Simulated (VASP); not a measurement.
# BiTe in VASP: settings compared

Aim: see how the results for BiTe move with the level of theory and the settings. Levels: PBEsol, PBE+D3(BJ). Tasks: single point.

Everything below comes from runs of VASP 6.6.1. Logs are shortened: lines on timing, memory, paths and dates and some standing lists are left out, and cuts for length are marked.

## 1. The cell of the first run

The typed cell holds 2 atoms: a = 4.339 Å, b = 4.339 Å, c = 4.339 Å, α = 67.88°, β = 67.88°, γ = 67.88°.

## 2. Single point, PBEsol (atoms moved at random)

Contents of INCAR:

```
PREC = Accurate
ENCUT = 520
EDIFF = 1E-6
ISMEAR = -1
SIGMA = 0.05
LREAL = False
LASPH = True
NELM = 100
ALGO = Normal
ISIF = 2
LWAVE = False
LCHARG = False
GGA = PS
NBANDS = 18
```

Contents of KPOINTS:

```
regular mesh
0
Gamma
  7 7 7
```

Contents of POSCAR:

```
BiTe
1.0
    2.4227077728      1.3987509848      3.3172919545
   -2.4227077728      1.3987509848      3.3172919545
    0.0000000000     -2.7975019696      3.3172919545
Bi Te
1 1
Direct
    0.5044880000      0.4998580000      0.4976060000
   -0.0054950000      0.0073700000      0.0047280000
```

Potentials or basis: VASP PAW PBE potentials, release 64 (Bi_d, Te).

The run is started by

```
$ cat potpaw_PBE.64/Bi_d/POTCAR potpaw_PBE.64/Te/POTCAR > POTCAR
$ mpirun -np 1 vasp_std > vasp.out
```

OUTCAR:

```text
PREC = Accurate
   ENCUT = 520
   EDIFF = 1E-6
   ISMEAR = -1
   LREAL = False
   LASPH = True
   NELM = 100
   ISIF = 2
   GGA = PS

 ion  position               nearest neighbor table
   1  0.504  0.500  0.498-   2 3.20   2 3.24   2 3.24   2 3.26   2 3.27   2 3.30
   2  0.995  0.007  0.005-   1 3.20   1 3.24   1 3.24   1 3.26   1 3.27   1 3.30

  LATTYP: Found a trigonal (rhomboedric) cell.
 ALAT       =     4.3394058558
 COS(alpha) =     0.3765932224

  Lattice vectors:

 A1 = (   2.4227077728,   1.3987509848,   3.3172919545)
 A2 = (  -2.4227077728,   1.3987509848,   3.3172919545)
 A3 = (   0.0000000000,  -2.7975019696,   3.3172919545)

Analysis of symmetry for initial positions (statically):
=====================================================================
 Subroutine PRICEL returns:
 Original cell was already a primitive cell.

 Routine SETGRP: Setting up the symmetry group for a
 trigonal (rhombohedral) supercell.

 Subroutine GETGRP returns: Found  1 space group operations
 (whereof  1 operations were pure point group operations)
 out of a pool of 12 trial point group operations.

The static configuration has the point symmetry C_1 .

Analysis of symmetry for dynamics (positions and initial velocities):
=====================================================================
 Subroutine PRICEL returns:
 Original cell was already a primitive cell.

 Routine SETGRP: Setting up the symmetry group for a
 trigonal (rhombohedral) supercell.

 Subroutine GETGRP returns: Found  1 space group operations
 (whereof  1 operations were pure point group operations)
 out of a pool of 12 trial point group operations.

The dynamic configuration has the point symmetry C_1 .

 Subroutine INISYM returns: Found  1 space group operations
 (whereof  1 operations are pure point group operations),
 and found     1 'primitive' translations

----------------------------------------------------------------------------------------

                                     Primitive cell

  volume of cell :      67.4491

  direct lattice vectors                    reciprocal lattice vectors
     2.422707773  1.398750985  3.317291954     0.206380648  0.119153923  0.100483568
    -2.422707773  1.398750985  3.317291954    -0.206380648  0.119153923  0.100483568
     0.000000000 -2.797501970  3.317291954     0.000000000 -0.238307845  0.100483568

  length of vectors
[... 78 lines left out ...]
   LSORBIT =      F    spin-orbit coupling
   LASPH  =      T    aspherical Exc in radial PAW
   ENCUT  =  520.0 eV  38.22 Ry    6.18 a.u.   8.07  8.07  8.07*2*pi/ulx,y,z
   NELM   =    100;   NELMIN=  2; NELMDL= -5     # of ELM steps
   EDIFF  = 0.1E-05   stopping-criterion for ELM
   LREAL  =      F    real-space projection
   EDIFFG = 0.1E-04   stopping-criterion for IOM
   NSW    =      0    number of steps for IOM
   IBRION =     -1    ionic relax: 0-MD 1-quasi-New 2-CG
   NFREE  =      0    steps in history (QN), initial steepest desc. (CG)
   ISIF   =      2    stress and relaxation
   ISYM   =      2    0-nonsym 1-usesym 2-fastsym
   POTIM  = 0.5000    time-step for ionic-motion
   TEBEG  =    0.0;   TEEND  =   0.0 temperature during run
   PSTRESS=    0.0 pullay stress
   NELECT =      21.0000    total number of electrons
   NUPDOWN=      -1.0000    fix difference up-down
   EMIN   =  10.00;   EMAX   =-10.00  energy-range for DOS
   EFERMI =   0.00;   METHOD = LEGACY
   ISMEAR =    -1;   SIGMA  =   0.05  broadening in eV -4-tet -1-fermi 0-gaus
   EFERMI_NEDOS =   21; number of points for ismear=-14 and -15
   IALGO  =     38    algorithm
   IMIX   =      4    mixing-type and parameters
     AMIX     =   0.40;   BMIX     =  1.00
     AMIX_MAG =   1.60;   BMIX_MAG =  1.00
  volume/ion in A,a.u.               =      33.72       227.58
  Fermi-wavevector in a.u.,A,eV,Ry     =   1.109573  2.096789 16.750837  1.231152
  Thomas-Fermi vector in A             =   2.246114
   LORBIT       =      0    0 simple, 1 ext, 2 COOP (PROOUT), +10 PAW based schemes
   GGA     = PS    functional components
   LHFCALC =     F    Hartree Fock is set to
   AEXX    =    0.0000 exact exchange contribution
   IVDW    =     0    specifies the selected vdW correction
   LEPSILON=     F    determine dielectric tensor
   LRPA    =     F    only Hartree local field effects (RPA)
 non-spin polarized calculation
  energy-cutoff  :      520.00
  volume of cell :       67.45
 maximum number of plane-waves:      1827
   NGX = 17   NGY = 17   NGZ = 17

 number of electron      20.9999998 magnetization

 Free energy of the ion-electron system (eV)
  ---------------------------------------------------
  ext. energy  EPLUGINS =         0.00000000
  ---------------------------------------------------
  free energy    TOTEN  =        -7.97246891 eV

  energy without entropy =       -7.96057975  energy(sigma->0) =       -7.96652433

 E-fermi :   6.5163     XC(G=0):  -9.6315

 val. band max:        6.4870093939   @ k =   0.2857   0.2857  -0.4286
 cond. band min:       6.5621406493   @ k =   0.2857   0.2857   0.2857
 fundamental gap:      0.0751312554
 Fermi energy:         6.5162600636

 k-point     1 :       0.0000    0.0000    0.0000
  band No.  band energies     occupation
      1     -16.6333      2.00000
      2     -16.6333      2.00000
      3     -16.6183      2.00000
      4     -16.6178      2.00000
      5     -16.6013      2.00000
      6      -6.9834      2.00000
[... 481 lines left out ...]
      5     -16.5980      2.00000
      6      -5.6384      2.00000
[... 10 lines left out ...]
     17      16.2120      0.00000
     18      16.3030      0.00000

 [... further k-points ...]

------------------------ aborting loop because EDIFF is reached ----------------------------------------

  FORCE on cell =-STRESS in cart. coord.  units (eV):
  Direction    XX          YY          ZZ          XY          YZ          ZX
  --------------------------------------------------------------------------------------
  -------------------------------------------------------------------------------------
  Total       -0.9799381     -0.9882414     -0.9397015      0.0074686     -0.0042243     -0.0067979
  in kB      -23.2773137    -23.4745482    -22.3215376      0.1774090     -0.1003445     -0.1614755
  external PRESSURE =     -23.0244665 kB  Pullay stress =       0.0000000 kB

 VOLUME and BASIS-vectors are now :
 -----------------------------------------------------------------------------
  energy-cutoff  :      520.00
  volume of cell :       67.45
      direct lattice vectors                 reciprocal lattice vectors
     2.422707773  1.398750985  3.317291954     0.206380648  0.119153923  0.100483568
    -2.422707773  1.398750985  3.317291954    -0.206380648  0.119153923  0.100483568
     0.000000000 -2.797501970  3.317291954     0.000000000 -0.238307845  0.100483568

 POSITION                                       TOTAL-FORCE (eV/Angst)
 -----------------------------------------------------------------------------------
      0.01122      0.01278      4.98241        -0.073435     -0.040461      0.011880
      2.39154      1.38815      3.33920         0.073435      0.040461     -0.011880
 -----------------------------------------------------------------------------------
    total drift:                                0.000411      0.000410      0.000219

  FREE ENERGIE OF THE ION-ELECTRON SYSTEM (eV)
  ---------------------------------------------------
  free  energy   TOTEN  =        -7.9724689133 eV

  energy  without entropy=       -7.9605797519  energy(sigma->0) =       -7.96652433
```

Run time: 89 s. Hardware: 1 thread of Intel Xeon Platinum 8488C (Sapphire Rapids), shared host; peak memory 0.33 GiB.

What came out:

- Free energy: -7.9725 eV
- Pressure: -2.3 GPa
- Largest force: 0.085 eV/Å

Forces in eV/Å, atoms in the order of the input:
```
Bi  -0.073 -0.040  0.012
Te   0.073  0.040 -0.012
```

Caveat: the cell differs from its parent crystal (atoms moved at random); the PAW data sets were made with another functional, which shifts forces and pressure a little; spin-orbit coupling is left out, which moves the levels of the heavy elements.

## 3. Single point, PBE+D3(BJ)

This run uses another cell than the first one, of 31.99 Å³/atom, 0.949 times its volume.

Contents of INCAR:

```
PREC     = Accurate       # precision mode
ENCUT    = 520            # plane-wave cutoff, eV
EDIFF    = 1E-7           # SCF threshold, eV
ISMEAR   = -1             # smearing method
SIGMA    = 0.05           # smearing width, eV
LREAL    = False          # projectors in reciprocal space
LASPH    = True           # aspherical terms in the spheres
NELM     = 100            # most SCF steps
ALGO     = Normal         # electronic algorithm
ISIF     = 2              # what is computed and relaxed
LWAVE    = False          # write WAVECAR
LCHARG   = False          # write CHGCAR
GGA      = PE             # functional
IVDW     = 12             # dispersion correction
NBANDS   = 18             # bands
```

KPOINTS is that of step 2.

Contents of POSCAR:

```
BiTe
1.0
    2.4180258413      1.3960478704      3.1593427012
   -2.4180258413      1.3960478704      3.1593427012
    0.0000000000     -2.7920957407      3.1593427012
Bi Te
1 1
Direct
    0.5000000000      0.5000000000      0.5000000000
    0.0000000000      0.0000000000      0.0000000000
```

Potentials or basis: VASP PAW PBE potentials, release 64 (Bi_d, Te).

The run is started by

```
$ cat potpaw_PBE.64/Bi_d/POTCAR potpaw_PBE.64/Te/POTCAR > POTCAR
$ mpirun -np 1 vasp_std > vasp.out
```

Run time: 20 s. Hardware: 1 thread of Intel Xeon Platinum 8375C at 2.90GHz (Ice Lake), shared host; peak memory 0.21 GiB.

The run converged. Its results:

```
Free energy                : -8.1051 eV
Pressure                   : 0.0 GPa
Dispersion energy per atom : -0.479 eV
```

Levels at points of the mesh, in eV from the Fermi level:
```csv
k point,band 8,band 9,band 10,band 11,band 12,band 13
"(0.00, 0.00, 0.00)",-3.09,-3.09,-1.48,2.00,2.82,2.82
```

Caveat: spin-orbit coupling is left out, which moves the levels of the heavy elements; pairwise dispersion overbinds metals, which lowers pressure and volume.
